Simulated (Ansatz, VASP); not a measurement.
Tl in VASP and in Ansatz

```
Tl
1.0
     3.17952    0.00000    0.00000
    -1.58976    2.75354    0.00000
     0.00000    0.00000    5.74600
Tl
2
Direct
  0.33333 0.66667 0.25000
  0.66667 0.33333 0.75000
```

Change from the starting cell: strain -0.080 along x and y, +0.040 along z, atoms carried along.

Alike in both runs: task single point; functional PBEsol; k mesh 18 × 18 × 10; occupations gaussian, width 0.15 eV; no spin polarisation.

|  | VASP | Ansatz |
| --- | --- | --- |
| version | VASP 6.6.1 | Ansatz 0.2.0 |
| potentials or method | VASP PAW PBE potentials, release 64 (Tl_d), cutoff 520 eV | scalar-relativistic, plane waves, PAW |
| valence electrons in the cell | 26 | 26 |

```csv
,VASP,Ansatz,Ansatz less VASP
gap on the k mesh at the Fermi level (eV),none,none,-
pressure (GPa),6.9,7.0,+0.07
"traceless stress, the component that is largest in VASP (GPa)",-3.73,-3.73,+0.001
```

VASP's potentials were made for PBE, not for PBEsol. A gap of «none» marks a metal or a gap that the smearing closes.

Spin-orbit coupling is off throughout.
